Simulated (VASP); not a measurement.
# LiP4Ir (I4_1/a) in VASP: single point with PBE

Aim: the single point of LiP4Ir with PBE.

Program: VASP 6.6.1. These are calculated values, not measurements. Logs are shortened: lines on timing, memory, paths and dates and some standing lists are left out, and cuts for length are marked.

### Step 1. The cell of the first run

Symmetry: I4_1/a, No. 88, tetragonal system. The conventional cell has a = 5.727 Å, b = 5.727 Å, c = 12.424 Å, α = 90.00°, β = 90.00°, γ = 90.00°. Within 3.5 Å of Li (site symmetry -4) lie 8 P at 2.67 to 2.71 Å. Within 2.8 Å of P (site symmetry 1) lie 1 Ir at 1.95 Å and 2 Li at 2.67 to 2.71 Å. Ir (site symmetry -4) has 4 P at 1.95 Å within 2.6 Å.

### Step 2. Single point, PBE

Contents of INCAR:

```
SYSTEM = LiP4Ir
ALGO     = Normal         ! electronic algorithm
EDIFF    = 1E-6           ! SCF threshold, eV
ENCUT    = 520            ! plane-wave cutoff, eV
GGA      = PE             ! functional
ISIF     = 2              ! what is computed and relaxed
ISMEAR   = 0              ! smearing method
LASPH    = .True.         ! aspherical terms in the spheres
LCHARG   = .False.        ! write CHGCAR
LREAL    = .False.        ! projectors in reciprocal space
LWAVE    = .False.        ! write WAVECAR
NBANDS   = 44             ! bands
NELM     = 60             ! most SCF steps
PREC     = Accurate       ! precision mode
SIGMA    = 0.1            ! smearing width, eV
```

Contents of KPOINTS:

```
k-points
0
Gamma
  4 4 4
  0 0 0
```

Contents of POSCAR:

```
LiP4Ir
1.0
   -2.8634726106      2.8634726106      6.2118824375
    2.8634726106     -2.8634726106      6.2118824375
    2.8634726106      2.8634726106     -6.2118824375
Li P Ir
2 8 2
Direct
    0.2500000000      0.7500000000      0.5000000000
    0.5000000000      0.5000000000      0.0000000000
    0.5942000000      0.4863000000      0.4093000000
    0.2363000000      0.3270000000      0.3921000000
    0.0770000000      0.1849000000      0.5907000000
    0.9349000000      0.8442000000      0.6079000000
    0.1558000000      0.7637000000      0.0907000000
    0.5137000000      0.9230000000      0.1079000000
    0.6730000000      0.0651000000      0.9093000000
    0.8151000000      0.4058000000      0.8921000000
    0.7500000000      0.2500000000      0.5000000000
    0.0000000000      0.0000000000      0.0000000000
```

Potentials or basis: VASP PAW PBE potentials, release 64 (Li_sv, P, Ir).

Run with:

```console
> cat potpaw_PBE.64/Li_sv/POTCAR potpaw_PBE.64/P/POTCAR potpaw_PBE.64/Ir/POTCAR > POTCAR
> mpirun -np 1 vasp_std > vasp.out
```

OUTCAR:

```text
SYSTEM = LiP4Ir
   EDIFF = 1E-6
   ENCUT = 520
   GGA = PE
   ISIF = 2
   ISMEAR = 0
   LASPH = .True.
   LREAL = .False.
   NELM = 60
   PREC = Accurate

 ion  position               nearest neighbor table
   1  0.250  0.750  0.500-   4 2.67   6 2.67   7 2.67   9 2.67   3 2.71   8 2.71   5 2.71  10 2.71

   2  0.500  0.500  0.000-   3 2.67   8 2.67  10 2.67   5 2.67   6 2.71   9 2.71   7 2.71   4 2.71

   3  0.594  0.486  0.409-  11 1.95   2 2.67   1 2.71  12 3.18
   4  0.236  0.327  0.392-  12 1.95   1 2.67   2 2.71  11 3.18
   5  0.077  0.185  0.591-  11 1.95   2 2.67   1 2.71  12 3.18
   6  0.935  0.844  0.608-  12 1.95   1 2.67   2 2.71  11 3.18
   7  0.156  0.764  0.091-  12 1.95   1 2.67   2 2.71  11 3.18
   8  0.514  0.923  0.108-  11 1.95   2 2.67   1 2.71  12 3.18
   9  0.673  0.065  0.909-  12 1.95   1 2.67   2 2.71  11 3.18
  10  0.815  0.406  0.892-  11 1.95   2 2.67   1 2.71  12 3.18
  11  0.750  0.250  0.500-   3 1.95   5 1.95  10 1.95   8 1.95   7 3.18   6 3.18   9 3.18   4 3.18

  12  0.000  0.000  0.000-   6 1.95   7 1.95   9 1.95   4 1.95   8 3.18   5 3.18  10 3.18   3 3.18

  LATTYP: Found a body centered tetragonal cell.
 ALAT       =     5.7269452212
 C/A-ratio  =     2.1693528391

  Lattice vectors:

 A1 = (  -2.8634726106,   2.8634726106,   6.2118824375)
 A2 = (   2.8634726106,  -2.8634726106,   6.2118824375)
 A3 = (   2.8634726106,   2.8634726106,  -6.2118824375)

Analysis of symmetry for initial positions (statically):
=====================================================================
 Subroutine PRICEL returns:
 Original cell was already a primitive cell.

 Routine SETGRP: Setting up the symmetry group for a
 body centered tetragonal supercell.

 Subroutine GETGRP returns: Found  8 space group operations
 (whereof  4 operations were pure point group operations)
 out of a pool of 16 trial point group operations.

The static configuration has the point symmetry S_4 .
 The point group associated with its full space group is C_4h.

Analysis of symmetry for dynamics (positions and initial velocities):
=====================================================================
 Subroutine PRICEL returns:
 Original cell was already a primitive cell.

 Routine SETGRP: Setting up the symmetry group for a
 body centered tetragonal supercell.

 Subroutine GETGRP returns: Found  8 space group operations
 (whereof  4 operations were pure point group operations)
 out of a pool of 16 trial point group operations.

The dynamic configuration has the point symmetry S_4 .
 The point group associated with its full space group is C_4h.

 Subroutine INISYM returns: Found  8 space group operations
 (whereof  4 operations are pure point group operations),
 and found     1 'primitive' translations

----------------------------------------------------------------------------------------

                                     Primitive cell

  volume of cell :     203.7367

  direct lattice vectors                    reciprocal lattice vectors
    -2.863472611  2.863472611  6.211882437     0.000000000  0.174613160  0.080490899
     2.863472611 -2.863472611  6.211882437     0.174613160  0.000000000  0.080490899
     2.863472611  2.863472611 -6.211882437     0.174613160  0.174613160  0.000000000

  length of vectors
     7.415283825  7.415283825  7.415283825     0.192272048  0.192272048  0.246940298

  position of ions in fractional coordinates (direct lattice)
     0.250000000  0.750000000  0.500000000
     0.500000000  0.500000000  0.000000000
     0.594200000  0.486300000  0.409300000
     0.236300000  0.327000000  0.392100000
     0.077000000  0.184900000  0.590700000
     0.934900000  0.844200000  0.607900000
     0.155800000  0.763700000  0.090700000
     0.513700000  0.923000000  0.107900000
     0.673000000  0.065100000  0.909300000
     0.815100000  0.405800000  0.892100000
     0.750000000  0.250000000  0.500000000
     0.000000000  0.000000000  0.000000000

  ion indices of the primitive-cell ions
   primitive index   ion index
                 1           1
                 2           2
                 3           3
                 4           4
                 5           5
                 6           6
                 7           7
                 8           8
                 9           9
                10          10
                11          11
                12          12

----------------------------------------------------------------------------------------

 KPOINTS: k-points

Automatic generation of k-mesh.
 Grid dimensions read from file:
 generate k-points for:    4    4    4

 Generating k-lattice:

  Cartesian coordinates                     Fractional coordinates (reciprocal lattice)
     0.000000000  0.043653290  0.020122725     0.250000000  0.000000000  0.000000000
     0.043653290  0.000000000  0.020122725     0.000000000  0.250000000  0.000000000
     0.043653290  0.043653290  0.000000000     0.000000000  0.000000000  0.250000000

  Length of vectors
     0.048068012  0.048068012  0.061735075

  Shift w.r.t. Gamma in fractional coordinates (k-lattice)
     0.000000000  0.000000000  0.000000000

 Subroutine IBZKPT returns following result:
 ===========================================

 Found     14 irreducible k-points:

 Following reciprocal coordinates:
            Coordinates               Weight
  0.000000  0.000000  0.000000      1.000000
  0.250000 -0.000000  0.000000      8.000000
  0.500000 -0.000000  0.000000      4.000000
  0.250000  0.250000  0.000000      8.000000
  0.500000  0.250000  0.000000      8.000000
  0.500000 -0.250000 -0.250000      8.000000
 -0.250000  0.250000  0.000000      4.000000
  0.500000  0.500000  0.000000      2.000000
  0.250000  0.250000  0.250000      2.000000
 -0.250000  0.250000  0.250000      4.000000
  0.500000  0.500000  0.250000      4.000000
 -0.250000  0.500000  0.250000      8.000000
 -0.250000 -0.250000  0.250000      2.000000
  0.500000  0.500000  0.500000      1.000000
   k-points           NKPTS =     14   k-points in BZ     NKDIM =     14   number of bands    NBANDS=     44
   number of dos      NEDOS =    301   number of ions     NIONS =     12
   total plane-waves  NPLWV = 175616
   dimension x,y,z NGX =    56 NGY =   56 NGZ =   56
   dimension x,y,z NGXF=   112 NGYF=  112 NGZF=  112
   ions per type =               2   8   2
   NGX,Y,Z   is equivalent  to a cutoff of  12.55, 12.55, 12.55 a.u.
   NGXF,Y,Z  is equivalent  to a cutoff of  25.11, 25.11, 25.11 a.u.
 SYSTEM =  LiP4Ir
   PREC   = accura    normal or accurate (medium, high low for compatibility)
   ISTART =      0    job   : 0-new  1-cont  2-samecut
   ICHARG =      2    charge: 1-file 2-atom 10-const
   ISPIN  =      1    spin polarized calculation?
   LNONCOLLINEAR =      F non collinear calculations
   LSORBIT =      F    spin-orbit coupling
   LASPH  =      T    aspherical Exc in radial PAW
   ENCUT  =  520.0 eV  38.22 Ry    6.18 a.u.  13.79 13.79 13.79*2*pi/ulx,y,z
   NELM   =     60;   NELMIN=  2; NELMDL= -5     # of ELM steps
   EDIFF  = 0.1E-05   stopping-criterion for ELM
   LREAL  =      F    real-space projection
   EDIFFG = 0.1E-04   stopping-criterion for IOM
   NSW    =      0    number of steps for IOM
   IBRION =     -1    ionic relax: 0-MD 1-quasi-New 2-CG
   NFREE  =      0    steps in history (QN), initial steepest desc. (CG)
   ISIF   =      2    stress and relaxation
   ISYM   =      2    0-nonsym 1-usesym 2-fastsym
   POTIM  = 0.5000    time-step for ionic-motion
   TEBEG  =    0.0;   TEEND  =   0.0 temperature during run
   PSTRESS=    0.0 pullay stress
   NELECT =      64.0000    total number of electrons
   NUPDOWN=      -1.0000    fix difference up-down
   EMIN   =  10.00;   EMAX   =-10.00  energy-range for DOS
   EFERMI =   0.00;   METHOD = LEGACY
   ISMEAR =     0;   SIGMA  =   0.10  broadening in eV -4-tet -1-fermi 0-gaus
   EFERMI_NEDOS =   21; number of points for ismear=-14 and -15
   IALGO  =     38    algorithm
   IMIX   =      4    mixing-type and parameters
     AMIX     =   0.40;   BMIX     =  1.00
     AMIX_MAG =   1.60;   BMIX_MAG =  1.00
  volume/ion in A,a.u.               =      16.98       114.57
  Fermi-wavevector in a.u.,A,eV,Ry     =   1.112872  2.103022 16.850587  1.238483
  Thomas-Fermi vector in A             =   2.249450
   LORBIT       =      0    0 simple, 1 ext, 2 COOP (PROOUT), +10 PAW based schemes
   GGA     = PE    functional components
   LHFCALC =     F    Hartree Fock is set to
   AEXX    =    0.0000 exact exchange contribution
   IVDW    =     0    specifies the selected vdW correction
   LEPSILON=     F    determine dielectric tensor
   LRPA    =     F    only Hartree local field effects (RPA)
 non-spin polarized calculation
 Gauss-broadening in eV      SIGMA  =   0.10
  energy-cutoff  :      520.00
  volume of cell :      203.74
 maximum number of plane-waves:      5503
   NGX = 27   NGY = 27   NGZ = 27

 number of electron      63.9999999 magnetization

 Free energy of the ion-electron system (eV)
  ---------------------------------------------------
  ext. energy  EPLUGINS =         0.00000000
  ---------------------------------------------------
  free energy    TOTEN  =       -51.43618740 eV

  energy without entropy =      -51.40704701  energy(sigma->0) =      -51.42161721

 E-fermi :   6.3104     XC(G=0): -10.2715

 val. band max:        6.2438616548   @ k =  -0.2500   0.5000   0.2500
 cond. band min:       6.3165213495   @ k =  -0.2500   0.2500   0.0000
 fundamental gap:      0.0726596947
 Fermi energy:         6.3103854259

 k-point     1 :       0.0000    0.0000    0.0000
  band No.  band energies     occupation
      1     -39.3435      2.00000
      2     -39.3433      2.00000
      3      -7.4800      2.00000
      4      -4.9863      2.00000
      5      -4.9060      2.00000
      6      -4.5876      2.00000
[... 36 lines left out ...]
     43      10.0444      0.00000
     44      10.0444      0.00000
[... 570 lines left out ...]
      4      -6.7221      2.00000
      5      -4.6449      2.00000
      6      -4.6449      2.00000
[... 36 lines left out ...]
     43      11.2008      0.00000
     44      11.2008      0.00000

------------------------ aborting loop because EDIFF is reached ----------------------------------------

  FORCE on cell =-STRESS in cart. coord.  units (eV):
  Direction    XX          YY          ZZ          XY          YZ          ZX
  --------------------------------------------------------------------------------------
  -------------------------------------------------------------------------------------
  Total       56.3793013     56.3793013     47.7758605      0.0000023      0.0000000      0.0000000
  in kB      443.3645707    443.3645707    375.7074566      0.0000180      0.0000000      0.0000000
  external PRESSURE =     420.8121994 kB  Pullay stress =       0.0000000 kB

 VOLUME and BASIS-vectors are now :
 -----------------------------------------------------------------------------
  energy-cutoff  :      520.00
  volume of cell :      203.74
      direct lattice vectors                 reciprocal lattice vectors
    -2.863472611  2.863472611  6.211882437     0.000000000  0.174613160  0.080490899
     2.863472611 -2.863472611  6.211882437     0.174613160  0.000000000  0.080490899
     2.863472611  2.863472611 -6.211882437     0.174613160  0.174613160  0.000000000

 POSITION                                       TOTAL-FORCE (eV/Angst)
 -----------------------------------------------------------------------------------
      2.86347      0.00000      3.10594         0.000000      0.000000      0.000000
      0.00000      0.00000      6.21188         0.000000      0.000000      0.000000
      0.86305      1.48099      4.16942         4.151853     -7.648092      5.742290
      1.38248      0.86305      1.06347         7.648092      4.151853      5.742290
      2.00042      1.38248     -2.04247        -4.151853      7.648092      5.742290
      1.48099      2.00042      7.27536        -7.648092     -4.151853      5.742290
      2.00042     -1.48099      5.14841        -4.151853      7.648092     -5.742290
      1.48099     -0.86305      8.25435        -7.648092     -4.151853     -5.742290
      0.86305      4.34446     -1.06347         4.151853     -7.648092     -5.742290
      1.38248      3.72652      2.04247         7.648092      4.151853     -5.742290
      0.00000      2.86347      3.10594         0.000000      0.000000      0.000000
      0.00000      0.00000      0.00000         0.000000      0.000000      0.000000
 -----------------------------------------------------------------------------------
    total drift:                                0.000000     -0.000000      0.000000

  FREE ENERGIE OF THE ION-ELECTRON SYSTEM (eV)
  ---------------------------------------------------
  free  energy   TOTEN  =       -51.4361874047 eV

  energy  without entropy=      -51.4070470129  energy(sigma->0) =      -51.42161721
```

Run time: 3.9 min. Hardware: 1 thread of AMD EPYC 7R43 (Zen 3), shared host; peak memory 0.41 GiB.

Results:

```
Free energy            : -51.4362 eV
Largest force          : 10.426 eV/Å
Band gap on the k mesh : zero (bands 32 and 33 overlap by 0.27 eV)
```

Forces on the atoms (eV/Å):
```
Li   0.000  0.000  0.000
Li   0.000  0.000  0.000
P    4.152 -7.648  5.742
P    7.648  4.152  5.742
P   -4.152  7.648  5.742
P   -7.648 -4.152  5.742
P   -4.152  7.648 -5.742
P   -7.648 -4.152 -5.742
P    4.152 -7.648 -5.742
P    7.648  4.152 -5.742
Ir   0.000  0.000  0.000
Ir   0.000  0.000  0.000
```

Caveat: the cutoff is under 1.25 times the usual one of these potentials, so pressure, stress and relaxed cells hold a basis-set (Pulay) error; spin-orbit coupling is left out, which moves the levels of the heavy elements; forces of over 1 eV/Å act on the atoms, so gaps and moduli don't describe the material at rest.

The gap in the log of VASP goes by the Fermi energy; the results here count the filled bands.